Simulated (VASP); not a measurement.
P: single point with PBE

Crystal: P.

```
P
1.0
     1.53707   -4.60550    0.00000
     1.53707    4.60550    0.00000
     0.00000    0.00000    3.44873
P
4
Direct
  0.87885 0.12115 0.50549
  0.12115 0.87885 0.49451
  0.62115 0.37885 0.00549
  0.37885 0.62115 0.99451
```

```
Program             : VASP 6.6.1
Task                : single point
Functional          : PBE
Potentials or basis : VASP PAW PBE potentials, release 64 (P)
Cutoff              : 520 eV
k mesh              : 8 × 8 × 6
Occupations         : fermi-dirac, width 0.05 eV
Spin                : no spin polarisation
```

```yaml
Pressure: 29.4 GPa
Largest_force: 0.038 eV/Å
Band_gap_on_the_k_mesh: zero (band 10 reaches 13.65 eV, above the bottom of band 11 at 11.10 eV)
```

Forces in eV/Å, atoms in the order of the input:
```
P    0.000 -0.037  0.008
P    0.000  0.037 -0.008
P    0.000  0.037  0.008
P    0.000 -0.037 -0.008
```

Stress tensor (GPa, compression positive):
```
29.50  0.00  0.00
 0.00 29.35  0.00
 0.00  0.00 29.47
```

Levels at points of the mesh, in eV from the Fermi level:
```tsv
k point	band 6	band 7	band 8	band 9	band 10	band 11	band 12	band 13	band 14	band 15
(0.00, 0.00, 0.00)	-3.85	-3.55	-3.29	-1.76	-1.55	2.09	2.31	2.89	5.30	6.62
(0.50, 0.00, 0.00)	-4.63	-3.53	-3.53	-1.60	-1.60	-1.02	-1.02	1.07	1.07	4.86
(0.50, 0.50, 0.00)	-4.95	-4.16	-4.14	-2.98	-1.16	-0.24	2.43	4.45	5.27	5.63
(0.00, 0.00, 0.50)	-7.42	-1.18	-1.18	-0.47	-0.47	1.14	1.14	2.18	2.18	7.96
(0.50, 0.00, 0.50)	-8.40	-7.97	-7.97	-2.80	-2.80	0.58	0.58	7.02	7.02	8.37
(0.50, 0.50, 0.50)	-2.19	-2.17	-2.17	-0.33	-0.33	0.62	0.62	1.51	1.51	5.72
```

Run time: 25 s on 1 thread of Intel(R) Xeon(R) 6975P-C (Granite Rapids) (shared host), peak memory 0.2 GiB.
